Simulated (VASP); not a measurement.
Input of a VASP 6.6.1 run:

INCAR

```
SYSTEM = Ta
PREC     = Accurate       ! precision mode
ENCUT    = 600            ! plane-wave cutoff, eV
EDIFF    = 1E-6           ! SCF threshold, eV
ISMEAR   = -1             ! smearing method
SIGMA    = 0.05           ! smearing width, eV
LREAL    = .FALSE.        ! projectors in reciprocal space
LASPH    = .TRUE.         ! aspherical terms in the spheres
NELM     = 60             ! most SCF steps
ALGO     = Normal         ! electronic algorithm
ISIF     = 3              ! what is computed and relaxed
LWAVE    = .FALSE.        ! write WAVECAR
LCHARG   = .FALSE.        ! write CHGCAR
GGA      = PE             ! functional
IBRION   = 2              ! ionic algorithm
NSW      = 32             ! ionic steps
EDIFFG   = -0.005         ! ionic threshold
PSTRESS  = 2700.0
```

The input KPOINTS:

```
regular mesh
0
G
  19 19 19
  0 0 0
```

Contents of POSCAR:

```
Ta
1.0
   -1.3923662784      1.3923662784      1.3923662784
    1.3923662784     -1.3923662784      1.3923662784
    1.3923662784      1.3923662784     -1.3923662784
Ta
1
Direct
    0.0000000000      0.0000000000      0.0000000000
```

Potentials or basis: VASP PAW PBE potentials, release 64 (Ta_pv).

Run with:

```bash
$ cat potpaw_PBE.64/Ta_pv/POTCAR > POTCAR
$ mpirun -np 1 vasp_std > vasp.out
```

Q: What does it give for the relaxed cell?

A: a = 2.416 Å, b = 2.416 Å, c = 2.416 Å, α = 109.47°, β = 109.47°, γ = 109.47°.

Q: What does it give for the space group after relaxing (to 0.05 Å)?

A: Im-3m (No. 229).

Final structure:
```
CELL_PARAMETERS angstrom
-1.39466 1.39466 1.39466
1.39466 -1.39466 1.39466
1.39466 1.39466 -1.39466
ATOMIC_POSITIONS crystal
Ta 0.00000 0.00000 0.00000
```

Caveat: the cell is relaxed towards a set pressure, so the enthalpy falls and the energy may rise.
